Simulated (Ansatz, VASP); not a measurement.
This is a calculation of KTaO3 for VASP 6.6.1.

The input INCAR:

```
  PREC = Accurate
  ENCUT = 520
  EDIFF = 1E-7
  ISMEAR = -1
  SIGMA = 0.05
  LREAL = False
  LASPH = True
  NELM = 60
  ALGO = Normal
  ISIF = 2
  LWAVE = False
  LCHARG = True
  GGA = PS
  LELF = True
  LVHAR = True
  NBANDS = 27
```

File KPOINTS:

```
Automatic mesh
0
Gamma
  7 7 7
```

POSCAR

```
KTaO3
1.0
    4.0407836503      0.0000000000      0.0000000000
    0.0000000000      4.0407836503      0.0000000000
    0.0000000000      0.0000000000      4.0407836503
Ta K O
1 1 3
Direct
    0.0000000000      0.0000000000      0.0000000000
    0.5000000000      0.5000000000      0.5000000000
    0.0000000000      0.0000000000      0.5000000000
    0.0000000000      0.5000000000      0.0000000000
    0.5000000000      0.0000000000      0.0000000000
```

Potentials or basis: VASP PAW PBE potentials, release 64 (Ta_pv, K_sv, O).

Launch:

```sh
$ cat potpaw_PBE.64/Ta_pv/POTCAR potpaw_PBE.64/K_sv/POTCAR potpaw_PBE.64/O/POTCAR > POTCAR
$ mpirun -np 1 vasp_std > vasp.out
```

**Question.** Set up the same calculation for Ansatz 0.2.0. Potentials there: all-electron LAPW, scalar-relativistic.

**Answer.** As run (the cutoff follows the program's own potentials):

File input.yaml:

```yaml
crystal:
  lattice:
    - [4.0407836503, 0.0, 0.0]
    - [0.0, 4.0407836503, 0.0]
    - [0.0, 0.0, 4.0407836503]
  atoms:
    - { symbol: Ta, position: [0.0, 0.0, 0.0] }
    - { symbol: K, position: [0.5, 0.5, 0.5] }
    - { symbol: O, position: [0.0, 0.0, 0.5] }
    - { symbol: O, position: [0.0, 0.5, 0.0] }
    - { symbol: O, position: [0.5, 0.0, 0.0] }
kpoints:
  mp_grid: { grid: [7, 7, 7] }
scf:
  occupations: { method: fermi_dirac, width: 0.05 }
hamiltonian:
  xc: pbesol
  pseudopotentials: { kind: all_electron, lapw: { basis_error: 0.001 } }
output:
  forces: true
  stress: true
  eigenvalues: true
```

Potentials or basis: all-electron LAPW, scalar-relativistic.

Command:

```sh
$ ansatz run input.yaml --threads 4 --pin off --max-ram 12288MiB --backend cpu --events-out ev --progress --plain --runs-dir out
```

Both were run:

|  | VASP | Ansatz | Ansatz less VASP |
| --- | --- | --- | --- |
| gap on the k mesh at the Fermi level (eV) | 2.06 | 2.11 | +0.053 |
| least direct gap on the mesh (eV) | 2.64 | 2.68 | +0.039 |
| pressure (GPa) | -7.1 | -7.6 | -0.52 |

VASP's potentials were made for PBE, not for PBEsol. Ansatz ran all-electron here, and VASP with PAW potentials.

Neither program's run includes spin-orbit coupling.
